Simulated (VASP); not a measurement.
# Mo (Cmcm) in VASP: further runs

Mo is run at these levels: PBEsol; tasks: single point.

Program: VASP 6.6.1. These are calculated values, not measurements. Logs are shortened: lines on timing, memory, paths and dates and some standing lists are left out, and cuts for length are marked.

### Step 1. The cell of the first run

Symmetry: Cmcm, No. 63, orthorhombic system. Conventional cell: a = 4.426 Å, b = 3.129 Å, c = 4.426 Å, α = 90.00°, β = 90.00°, γ = 90.00°. Mo (site symmetry m2m) has 14 Mo at 2.59 to 3.14 Å within 3.4 Å.

### Step 2. Single point, PBEsol

File INCAR:

```
SYSTEM = Mo
PREC = Accurate
ENCUT = 520
EDIFF = 1E-6
ISMEAR = 0
SIGMA = 0.15
LREAL = .FALSE.
LASPH = .TRUE.
NELM = 60
ALGO = Fast
ISIF = 2
LWAVE = .FALSE.
LCHARG = .FALSE.
GGA = PS
NBANDS = 21
```

File KPOINTS:

```
Automatic mesh
0
G
  24 24 14
  0 0 0
```

File POSCAR:

```
Mo
1.0
   -1.5646534271      1.5646534271      1.5646534271
    1.5646534271     -1.5646534271      1.5646534271
    3.1293068543      3.1293068543      0.0000000000
Mo
2
Direct
    0.0359504533      0.0359504533      0.0000000000
    0.4640495467      0.4640495467      0.5000000000
```

Potentials or basis: VASP PAW PBE potentials, release 64 (Mo_sv).

Command:

```
$ cat potpaw_PBE.64/Mo_sv/POTCAR > POTCAR
$ mpirun -np 1 vasp_std > vasp.out
```

OUTCAR:

```text
SYSTEM = Mo
   PREC = Accurate
   ENCUT = 520
   EDIFF = 1E-6
   ISMEAR = 0
   LREAL = .FALSE.
   LASPH = .TRUE.
   NELM = 60
   ISIF = 2
   GGA = PS

 ion  position               nearest neighbor table
   1  0.036  0.036  0.000-   2 2.59   2 2.59   2 2.85   2 2.85   2 3.14   2 3.14   2 3.14   2 3.14

   2  0.464  0.464  0.500-   1 2.59   1 2.59   1 2.85   1 2.85   1 3.14   1 3.14   1 3.14   1 3.14

  LATTYP: Found a base centered orthorhombic cell.
 ALAT       =     3.1293068542
 B/A-ratio  =     1.4142135624
 C/A-ratio  =     1.4142135624

  Lattice vectors:

 A1 = (  -1.5646534271,   1.5646534271,   1.5646534271)
 A2 = (   1.5646534271,  -1.5646534271,   1.5646534271)
 A3 = (   3.1293068543,   3.1293068543,   0.0000000000)

Analysis of symmetry for initial positions (statically):
=====================================================================
 Subroutine PRICEL returns:
 Original cell was already a primitive cell.

 Routine SETGRP: Setting up the symmetry group for a
 base centered orthorhombic supercell.

 Subroutine GETGRP returns: Found  8 space group operations
 (whereof  4 operations were pure point group operations)
 out of a pool of  8 trial point group operations.

The static configuration has the point symmetry C_2v.
 The point group associated with its full space group is D_2h.

Analysis of symmetry for dynamics (positions and initial velocities):
=====================================================================
 Subroutine PRICEL returns:
 Original cell was already a primitive cell.

 Routine SETGRP: Setting up the symmetry group for a
 base centered orthorhombic supercell.

 Subroutine GETGRP returns: Found  8 space group operations
 (whereof  4 operations were pure point group operations)
 out of a pool of  8 trial point group operations.

The dynamic configuration has the point symmetry C_2v.
 The point group associated with its full space group is D_2h.

 Subroutine INISYM returns: Found  8 space group operations
 (whereof  4 operations are pure point group operations),
 and found     1 'primitive' translations

----------------------------------------------------------------------------------------

                                     Primitive cell

  volume of cell :      30.6439

  direct lattice vectors                    reciprocal lattice vectors
    -1.564653427  1.564653427  1.564653427    -0.159779793  0.159779793  0.319559585
     1.564653427 -1.564653427  1.564653427     0.159779793 -0.159779793  0.319559585
[... 84 lines left out ...]
   NELM   =     60;   NELMIN=  2; NELMDL= -5     # of ELM steps
   EDIFF  = 0.1E-05   stopping-criterion for ELM
   LREAL  =      F    real-space projection
   EDIFFG = 0.1E-04   stopping-criterion for IOM
   NSW    =      0    number of steps for IOM
   IBRION =     -1    ionic relax: 0-MD 1-quasi-New 2-CG
   NFREE  =      0    steps in history (QN), initial steepest desc. (CG)
   ISIF   =      2    stress and relaxation
   ISYM   =      2    0-nonsym 1-usesym 2-fastsym
   POTIM  = 0.5000    time-step for ionic-motion
   TEBEG  =    0.0;   TEEND  =   0.0 temperature during run
   PSTRESS=    0.0 pullay stress
   NELECT =      28.0000    total number of electrons
   NUPDOWN=      -1.0000    fix difference up-down
   EMIN   =  10.00;   EMAX   =-10.00  energy-range for DOS
   EFERMI =   0.00;   METHOD = LEGACY
   ISMEAR =     0;   SIGMA  =   0.15  broadening in eV -4-tet -1-fermi 0-gaus
   EFERMI_NEDOS =   21; number of points for ismear=-14 and -15
   IALGO  =     68    algorithm
   IMIX   =      4    mixing-type and parameters
     AMIX     =   0.40;   BMIX     =  1.00
     AMIX_MAG =   1.60;   BMIX_MAG =  1.00
  volume/ion in A,a.u.               =      15.32       103.40
  Fermi-wavevector in a.u.,A,eV,Ry     =   1.588593  3.002006 34.336047  2.523628
  Thomas-Fermi vector in A             =   2.687573
   LORBIT       =      0    0 simple, 1 ext, 2 COOP (PROOUT), +10 PAW based schemes
   GGA     = PS    functional components
   LHFCALC =     F    Hartree Fock is set to
   AEXX    =    0.0000 exact exchange contribution
   IVDW    =     0    specifies the selected vdW correction
   LEPSILON=     F    determine dielectric tensor
   LRPA    =     F    only Hartree local field effects (RPA)
 non-spin polarized calculation
 RMM-DIIS sequential band-by-band and
 Gauss-broadening in eV      SIGMA  =   0.15
  energy-cutoff  :      520.00
  volume of cell :       30.64
 maximum number of plane-waves:       854
   NGX = 11   NGY = 11   NGZ = 17

 number of electron      28.0000000 magnetization

 Free energy of the ion-electron system (eV)
  ---------------------------------------------------
  ext. energy  EPLUGINS =         0.00000000
  ---------------------------------------------------
  free energy    TOTEN  =       -23.45186399 eV

  energy without entropy =      -23.43833511  energy(sigma->0) =      -23.44509955

 E-fermi :  12.7523     XC(G=0): -13.6310

 val. band max:       12.7522338669   @ k =  -0.2083   0.1667   0.3571
 cond. band min:      12.7538540823   @ k =  -0.4167   0.2500   0.2857
 fundamental gap:      0.0016202154
 Fermi energy:        12.7523299814

 k-point     1 :       0.0000    0.0000    0.0000
  band No.  band energies     occupation
      1     -48.3939      2.00000
      2     -48.0767      2.00000
      3     -23.1890      2.00000
      4     -22.0889      2.00000
      5     -21.6467      2.00000
      6     -21.6412      2.00000
[... 565 lines left out ...]
     20      20.1506      0.00000
     21      24.0294      0.00000

 [... further k-points ...]

------------------------ aborting loop because EDIFF is reached ----------------------------------------

  FORCE on cell =-STRESS in cart. coord.  units (eV):
  Direction    XX          YY          ZZ          XY          YZ          ZX
  --------------------------------------------------------------------------------------
  -------------------------------------------------------------------------------------
  Total        0.5020535      0.5020535      0.5870347      0.3858745      0.0000000     -0.0000000
  in kB       26.2492009     26.2492009     30.6923342     20.1749354      0.0000000     -0.0000000
  external PRESSURE =      27.7302453 kB  Pullay stress =       0.0000000 kB

 VOLUME and BASIS-vectors are now :
 -----------------------------------------------------------------------------
  energy-cutoff  :      520.00
  volume of cell :       30.64
      direct lattice vectors                 reciprocal lattice vectors
    -1.564653427  1.564653427  1.564653427    -0.159779793  0.159779793  0.319559585
     1.564653427 -1.564653427  1.564653427     0.159779793 -0.159779793  0.319559585
     3.129306854  3.129306854  0.000000000     0.159779793  0.159779793  0.000000000

 POSITION                                       TOTAL-FORCE (eV/Angst)
 -----------------------------------------------------------------------------------
      0.00000      0.00000      0.11250        -0.000000     -0.000000     -1.086966
      1.56465      1.56465      1.45215         0.000000      0.000000      1.086966
 -----------------------------------------------------------------------------------
    total drift:                                0.000000      0.000000      0.000000

  FREE ENERGIE OF THE ION-ELECTRON SYSTEM (eV)
  ---------------------------------------------------
  free  energy   TOTEN  =       -23.4518639876 eV

  energy  without entropy=      -23.4383351107  energy(sigma->0) =      -23.44509955
```

It took 19 min on 1 thread of Oxide Virtual Turin-like, shared host; peak memory 0.63 GiB.

What came out:

* Free energy: -23.4519 eV
* Pressure: 2.8 GPa
* Largest force: 1.087 eV/Å
* Band gap on the k mesh: zero (bands 14 and 15 overlap by 2.73 eV)

Forces in eV/Å, atoms in the order of the input:
```
Mo   0.000  0.000 -1.087
Mo   0.000  0.000  1.087
```

Caveat: the PAW data sets were made with another functional, which shifts forces and pressure a little.

### Step 3. Single point, PBEsol (atoms displaced along a vibrational mode)

File INCAR:

```
SYSTEM = Mo
ALGO = Fast
EDIFF = 1E-6
ENCUT = 520
GGA = PS
ISIF = 2
ISMEAR = 0
LASPH = .TRUE.
LCHARG = .FALSE.
LREAL = .FALSE.
LWAVE = .FALSE.
NBANDS = 21
NELM = 60
PREC = Accurate
SIGMA = 0.15
```

File KPOINTS:

```
k-points
0
G
  24 24 14
  0 0 0
```

File POSCAR:

```
Mo
1.0
   -1.5646534271      1.5646534271      1.5646534271
    1.5646534271     -1.5646534271      1.5646534271
    3.1293068543      3.1293068543      0.0000000000
Mo
2
Direct
    0.0838843911      0.0838843911      0.0000000000
    0.4161156089      0.4161156089      0.5000000000
```

Potentials or basis: VASP PAW PBE potentials, release 64 (Mo_sv).

Command:

```
$ cat potpaw_PBE.64/Mo_sv/POTCAR > POTCAR
$ mpirun -np 1 vasp_std > vasp.out
```

Wall time 9.6 min (1 thread of Oxide Virtual Turin-like, shared host); peak memory 0.64 GiB.

Results (log left out):

| Property | Result |
| --- | --- |
| Free energy | -22.8826 eV |
| Pressure | 10.1 GPa |
| Largest force | 2.395 eV/Å |
| Band gap on the k mesh | zero (bands 14 and 15 overlap by 2.70 eV) |

Forces on the atoms (eV/Å):
```
Mo   0.000  0.000 -2.395
Mo   0.000  0.000  2.395
```

Stress tensor (GPa, compression positive):
```
11.97 12.15  0.00
12.15 11.97  0.00
 0.00  0.00  6.33
```

Levels at points of the mesh, in eV from the Fermi level:
| k point | band 12 | band 13 | band 14 | band 15 | band 16 | band 17 |
| --- | --- | --- | --- | --- | --- | --- |
| (0.00, 0.00, 0.00) | -2.06 | -1.90 | -0.37 | 1.37 | 1.43 | 1.86 |
| (0.50, 0.00, 0.00) | -2.18 | -1.13 | -0.99 | 0.78 | 2.07 | 2.30 |
| (0.50, 0.50, 0.00) | -2.13 | 0.02 | 1.65 | 1.84 | 2.81 | 4.41 |
| (0.00, 0.00, 0.50) | -2.67 | -1.96 | -1.96 | 1.18 | 1.18 | 2.46 |
| (0.50, 0.00, 0.50) | -3.64 | 1.24 | 1.24 | 2.27 | 2.27 | 2.69 |
| (0.50, 0.50, 0.50) | -3.33 | -1.50 | -1.50 | 2.87 | 2.87 | 4.67 |

Caveat: the cell differs from its parent crystal (atoms displaced along a vibrational mode); the stress differs along the axes, from 6 to 12 GPa; the PAW data sets were made with another functional, which shifts forces and pressure a little.

### Step 4. Single point, PBEsol (atoms displaced along a vibrational mode)

File INCAR:

```
PREC     = Accurate       # precision mode
ENCUT    = 520            # plane-wave cutoff, eV
EDIFF    = 1E-7           # SCF threshold, eV
ISMEAR   = 0              # smearing method
SIGMA    = 0.15           # smearing width, eV
LREAL    = False          # projectors in reciprocal space
LASPH    = True           # aspherical terms in the spheres
NELM     = 60             # most SCF steps
ALGO     = Fast           # electronic algorithm
ISIF     = 2              # what is computed and relaxed
LWAVE    = False          # write WAVECAR
LCHARG   = False          # write CHGCAR
GGA      = PS             # functional
NBANDS   = 21             # bands
```

File KPOINTS:

```
Automatic mesh
0
Gamma
  24 24 14
```

File POSCAR:

```
Mo
1.0
   -1.5646534271      1.5646534271      1.5646534271
    1.5646534271     -1.5646534271      1.5646534271
    3.1293068543      3.1293068543      0.0000000000
Mo
2
Direct
    0.0599174222      0.0599174222      0.0000000000
    0.4400825778      0.4400825778      0.5000000000
```

Command:

```
$ cat potpaw_PBE.64/Mo_sv/POTCAR > POTCAR
$ mpirun -np 1 vasp_std > vasp.out
```

It took 11 min on 1 thread of Oxide Virtual Turin-like, shared host; peak memory 0.63 GiB.

It converged, with:

```
Free energy            : -23.2227 eV
Pressure               : 6.1 GPa
Largest force          : 1.969 eV/Å
Band gap on the k mesh : zero (bands 14 and 15 overlap by 2.82 eV)
```

Forces on the atoms (eV/Å):
```
Mo   0.000  0.000 -1.969
Mo   0.000  0.000  1.969
```

Stress tensor (GPa, compression positive):
```
6.23 5.95 0.00
5.95 6.23 0.00
0.00 0.00 5.98
```

Levels at points of the mesh, in eV from the Fermi level:
```
           k point  band 12  band 13  band 14  band 15  band 16  band 17
(0.00, 0.00, 0.00)    -1.68    -1.64    -0.82     1.53     1.83     1.89
(0.50, 0.00, 0.00)    -1.98    -1.75    -1.24     1.05     1.94     2.14
(0.50, 0.50, 0.00)    -2.76     0.80     1.80     2.65     2.71     4.31
(0.00, 0.00, 0.50)    -2.61    -1.83    -1.83     1.16     1.16     2.16
(0.50, 0.00, 0.50)    -3.55     1.46     1.46     2.10     2.10     2.59
(0.50, 0.50, 0.50)    -3.34    -1.33    -1.33     1.96     1.96     4.63
```

Caveat: the cell differs from its parent crystal (atoms displaced along a vibrational mode); the cell stands under pressure; the PAW data sets were made with another functional, which shifts forces and pressure a little.

### Step 5. Summary

```tsv
cell	further INCAR settings	gap on the mesh (eV)	pressure (GPa)	largest force (eV/Å)
as given, atomic positions A	ALGO = Fast; EDIFF = 1e-06; NBANDS = 21	none	2.8	1.09
as given, atomic positions B	ALGO = Fast; EDIFF = 1e-06; NBANDS = 21	none	10.1	2.39
as given, atomic positions C	ALGO = Fast; EDIFF = 1e-07; NBANDS = 21	none	6.1	1.97
```

Alike in all rows: task single point; level PBEsol; potentials or basis VASP PAW PBE potentials, release 64 (Mo_sv); no spin polarisation; k mesh 24 × 24 × 14; cutoff (eV) 520; smearing gaussian 0.15 eV.

Caveats: the PAW data sets were made with another functional, which shifts forces and pressure a little; the stress differs along the axes, from 6 to 12 GPa (at least some runs); the cell stands under pressure (at least some runs).

Total energies depend on the potentials used, so only differences within one code and one set of settings carry meaning.
